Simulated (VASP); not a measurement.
# MoOs2 (Pnnm) in VASP: further runs, part 2 of 2

VASP 6.6.1. Earlier steps stand in the parts before.

### 3 Relaxation of cell and atoms, PBE

The input, INCAR:

```
ALGO = Normal
EDIFF = 1E-7
EDIFFG = -0.04
ENCUT = 600
GGA = PE
GGA_COMPAT = F
IBRION = 2
ISIF = 3
ISMEAR = 0
LASPH = T
LCHARG = F
LREAL = F
LWAVE = F
NELM = 120
NELMIN = 4
NSW = 90
PREC = Accurate
SIGMA = 0.1
```

The input, KPOINTS:

```
k-points
0
Gamma
  4 4 6
```

The input, POSCAR:

```
MoOs2
1.0
    4.3301906026      0.0000000000      0.0000000000
    0.0000000000      5.2849642134      0.0000000000
    0.0000000000      0.0000000000      3.2992299547
Mo Os
2 4
Direct
    0.0000000000      0.0000000000      0.0000000000
    0.5000000000      0.5000000000      0.5000000000
    0.2004000000      0.3787000000      0.0000000000
    0.7996000000      0.6213000000      0.0000000000
    0.7004000000      0.1213000000      0.5000000000
    0.2996000000      0.8787000000      0.5000000000
```

Potentials or basis: VASP PAW PBE potentials, release 64 (Mo_sv, Os).

Started as:

```sh
$ cat potpaw_PBE.64/Mo_sv/POTCAR potpaw_PBE.64/Os/POTCAR > POTCAR
$ mpirun -np 1 vasp_std > vasp.out
```

OUTCAR:

```text
EDIFF = 1E-7
   EDIFFG = -0.04
   ENCUT = 600
   GGA = PE
   IBRION = 2
   ISIF = 3
   ISMEAR = 0
   LASPH = T
   LREAL = F
   NELM = 120
   NELMIN = 4
   NSW = 90
   PREC = Accurate

 ion  position               nearest neighbor table
   1  0.000  0.000  0.000-   3 2.18   4 2.18   5 2.19   6 2.19   5 2.19   6 2.19   4 3.40   3 3.40

   2  0.500  0.500  0.500-   5 2.18   6 2.18   3 2.19   4 2.19   3 2.19   4 2.19   5 3.40   6 3.40

   3  0.200  0.379  0.000-   4 2.16   1 2.18   2 2.19   2 2.19   4 2.89   5 3.04   5 3.04   5 3.04
                             5 3.04   6 3.14   6 3.14   6 3.14   6 3.14   1 3.40
   4  0.800  0.621  0.000-   3 2.16   1 2.18   2 2.19   2 2.19   3 2.89   6 3.04   6 3.04   6 3.04
                             6 3.04   5 3.14   5 3.14   5 3.14   5 3.14   1 3.40
   5  0.700  0.121  0.500-   6 2.16   2 2.18   1 2.19   1 2.19   6 2.89   3 3.04   3 3.04   3 3.04
                             3 3.04   4 3.14   4 3.14   4 3.14   4 3.14   2 3.40
   6  0.300  0.879  0.500-   5 2.16   2 2.18   1 2.19   1 2.19   5 2.89   4 3.04   4 3.04   4 3.04
                             4 3.04   3 3.14   3 3.14   3 3.14   3 3.14   2 3.40

  LATTYP: Found a simple orthorhombic cell.
 ALAT       =     3.2992299547
 B/A-ratio  =     1.3124852351
 C/A-ratio  =     1.6018781006

  Lattice vectors:

 A1 = (   0.0000000000,   0.0000000000,   3.2992299547)
 A2 = (   4.3301906026,   0.0000000000,   0.0000000000)
 A3 = (   0.0000000000,   5.2849642134,   0.0000000000)

Analysis of symmetry for initial positions (statically):
=====================================================================
 Subroutine PRICEL returns:
 Original cell was already a primitive cell.

 Routine SETGRP: Setting up the symmetry group for a
 simple orthorhombic supercell.

 Subroutine GETGRP returns: Found  8 space group operations
 (whereof  4 operations were pure point group operations)
 out of a pool of  8 trial point group operations.

The static configuration has the point symmetry C_2h.
 The point group associated with its full space group is D_2h.

Analysis of symmetry for dynamics (positions and initial velocities):
=====================================================================
 Subroutine PRICEL returns:
 Original cell was already a primitive cell.

 Routine SETGRP: Setting up the symmetry group for a
 simple orthorhombic supercell.

 Subroutine GETGRP returns: Found  8 space group operations
 (whereof  4 operations were pure point group operations)
 out of a pool of  8 trial point group operations.

The dynamic configuration has the point symmetry C_2h.
 The point group associated with its full space group is D_2h.

 Subroutine INISYM returns: Found  8 space group operations
 (whereof  4 operations are pure point group operations),
 and found     1 'primitive' translations

----------------------------------------------------------------------------------------

                                     Primitive cell

  volume of cell :      75.5026

  direct lattice vectors                    reciprocal lattice vectors
     4.330190603  0.000000000  0.000000000     0.230936717  0.000000000  0.000000000
     0.000000000  5.284964213  0.000000000     0.000000000  0.189216040  0.000000000
     0.000000000  0.000000000  3.299229955     0.000000000  0.000000000  0.303101031

  length of vectors
[... 80 lines left out ...]
 SYSTEM =  unknown system
   PREC   = accura    normal or accurate (medium, high low for compatibility)
   ISTART =      0    job   : 0-new  1-cont  2-samecut
   ICHARG =      2    charge: 1-file 2-atom 10-const
   ISPIN  =      1    spin polarized calculation?
   LNONCOLLINEAR =      F non collinear calculations
   LSORBIT =      F    spin-orbit coupling
   LASPH  =      T    aspherical Exc in radial PAW
   ENCUT  =  600.0 eV  44.10 Ry    6.64 a.u.   8.65 10.56  6.59*2*pi/ulx,y,z
   NELM   =    120;   NELMIN=  4; NELMDL= -5     # of ELM steps
   EDIFF  = 0.1E-06   stopping-criterion for ELM
   LREAL  =      F    real-space projection
   EDIFFG = -.4E-01   stopping-criterion for IOM
   NSW    =     90    number of steps for IOM
   IBRION =      2    ionic relax: 0-MD 1-quasi-New 2-CG
   NFREE  =      1    steps in history (QN), initial steepest desc. (CG)
   ISIF   =      3    stress and relaxation
   ISYM   =      2    0-nonsym 1-usesym 2-fastsym
   POTIM  = 0.5000    time-step for ionic-motion
   TEBEG  =    0.0;   TEEND  =   0.0 temperature during run
   PSTRESS=    0.0 pullay stress
   NELECT =      60.0000    total number of electrons
   NUPDOWN=      -1.0000    fix difference up-down
   EMIN   =  10.00;   EMAX   =-10.00  energy-range for DOS
   EFERMI =   0.00;   METHOD = LEGACY
   ISMEAR =     0;   SIGMA  =   0.10  broadening in eV -4-tet -1-fermi 0-gaus
   EFERMI_NEDOS =   21; number of points for ismear=-14 and -15
   IALGO  =     38    algorithm
   IMIX   =      4    mixing-type and parameters
     AMIX     =   0.40;   BMIX     =  1.00
     AMIX_MAG =   1.60;   BMIX_MAG =  1.00
  volume/ion in A,a.u.               =      12.58        84.92
  Fermi-wavevector in a.u.,A,eV,Ry     =   1.516368  2.865521 31.284867  2.299373
  Thomas-Fermi vector in A             =   2.625767
   LORBIT       =      0    0 simple, 1 ext, 2 COOP (PROOUT), +10 PAW based schemes
   GGA     = PE    functional components
   LHFCALC =     F    Hartree Fock is set to
   AEXX    =    0.0000 exact exchange contribution
   IVDW    =     0    specifies the selected vdW correction
   LEPSILON=     F    determine dielectric tensor
   LRPA    =     F    only Hartree local field effects (RPA)
 conjugate gradient relaxation of ions
 non-spin polarized calculation
 Gauss-broadening in eV      SIGMA  =   0.10
  energy-cutoff  :      600.00
  volume of cell :       75.50
 maximum number of plane-waves:      2554
 NGX is ok and might be reduce to    36
   NGX = 17   NGY = 21   NGZ = 13

--------------------------------------- Ionic step        1  -------------------------------------------

 number of electron      60.0000005 magnetization

 Free energy of the ion-electron system (eV)
  ---------------------------------------------------
  ext. energy  EPLUGINS =         0.00000000
  ---------------------------------------------------
  free energy    TOTEN  =       -42.01246298 eV

  energy without entropy =      -41.98912384  energy(sigma->0) =      -42.00079341

------------------------ aborting loop because EDIFF is reached ----------------------------------------

  FORCE on cell =-STRESS in cart. coord.  units (eV):
  Direction    XX          YY          ZZ          XY          YZ          ZX
  --------------------------------------------------------------------------------------
  -------------------------------------------------------------------------------------
  Total       94.6975945     99.1697471     92.2228023     -0.0000000      0.0000000      0.0000000
  in kB     2009.4993907   2104.3992441   1956.9838710     -0.0000000      0.0000000      0.0000000
  external PRESSURE =    2023.6275020 kB  Pullay stress =       0.0000000 kB
[... 971 lines left out ...]
     35      -1.6672      0.02068
     36      -1.6672      0.02068

 [... further k-points ...]

------------------------ aborting loop EDIFF was not reached (unconverged)  ----------------------------

  FORCE on cell =-STRESS in cart. coord.  units (eV):
  Direction    XX          YY          ZZ          XY          YZ          ZX
  --------------------------------------------------------------------------------------
  -------------------------------------------------------------------------------------
  Total      -53.8796952    -64.2082353    -49.4886161     -0.0000000      0.0000000      0.0000000
  in kB     -207.3718525   -247.1242766   -190.4714932     -0.0000000      0.0000000      0.0000000
  external PRESSURE =    -214.9892075 kB  Pullay stress =       0.0000000 kB
[... 1006 lines left out ...]
  FREE ENERGIE OF THE ION-ELECTRON SYSTEM (eV)
  ---------------------------------------------------
  free  energy   TOTEN  =       -52.7735136189 eV

  energy  without entropy=      -52.7119381216  energy(sigma->0) =      -52.74272587

[... ionic steps 4 to 61 ...]

--------------------------------------- Ionic step       62  -------------------------------------------

 number of electron      60.0000000 magnetization

------------------------ aborting loop because EDIFF is reached ----------------------------------------
[... 1020 lines left out ...]
--------------------------------------- Ionic step       64  -------------------------------------------

 number of electron      60.0000006 magnetization

 Free energy of the ion-electron system (eV)
  ---------------------------------------------------
  ext. energy  EPLUGINS =         0.00000000
  ---------------------------------------------------
  free energy    TOTEN  =       -66.02897618 eV

  energy without entropy =      -65.99480661  energy(sigma->0) =      -66.01189139

 E-fermi :  10.0017     XC(G=0): -13.7014

 val. band max:        9.9925838191   @ k =   0.0000   0.2500   0.1667
 cond. band min:      10.0143503464   @ k =   0.2500   0.2500   0.0000
 fundamental gap:      0.0217665273
 Fermi energy:        10.0017279711
[... 969 lines left out ...]
  FREE ENERGIE OF THE ION-ELECTRON SYSTEM (eV)
  ---------------------------------------------------
  free  energy   TOTEN  =       -66.0289761767 eV

  energy  without entropy=      -65.9948066090  energy(sigma->0) =      -66.01189139

 reached required accuracy - stopping structural energy minimisation
```

Wall time 46 min (1 thread of Intel Xeon 6975P-C (Granite Rapids), shared host); peak memory 0.28 GiB.

Results:

```
Free energy                           : -66.0290 eV
Relaxed volume                        : 14.84 Å³/atom
Relaxed cell                          : a = 2.763 Å, b = 8.273 Å, c = 3.895 Å, α = 90.00°, β = 90.00°, γ = 90.00°
Space group after relaxing (to 0.1 Å) : Immm (No. 71)
Pressure after relaxing               : -0.1 GPa
Largest force after relaxing          : 0.035 eV/Å
Band gap on the k mesh                : zero (bands 30 and 31 overlap by 2.06 eV)
```

Forces on the atoms (eV/Å):
```
Mo   0.000  0.000  0.000
Mo   0.000  0.000  0.000
Os  -0.012  0.033  0.000
Os   0.012 -0.033  0.000
Os  -0.012 -0.033  0.000
Os   0.012  0.033  0.000
```

Stress tensor (GPa, compression positive):
```
 0.25  0.00  0.00
 0.00 -0.34  0.00
 0.00  0.00 -0.19
```

Final structure:
```xyz
6
Lattice="2.7634 0.0000 0.0000 0.0000 8.2730 0.0000 0.0000 0.0000 3.8945" Properties=species:S:1:pos:R:3 pbc="T T T"
Mo    0.0000    0.0000    0.0000
Mo    1.3817    4.1365    1.9473
Os    0.0028    2.7390    3.8945
Os    2.7606    5.5340    0.0000
Os    1.3845    1.3975    1.9473
Os    1.3789    6.8755    1.9473
```

Caveat: the k points lie up to 0.57 Å⁻¹ apart in the final cell, too coarse for converged energies and pressures of a metal; the volume moved by over 15 % at a fixed basis, so the end points are rough; spin-orbit coupling is left out, which moves the levels of the heavy elements.
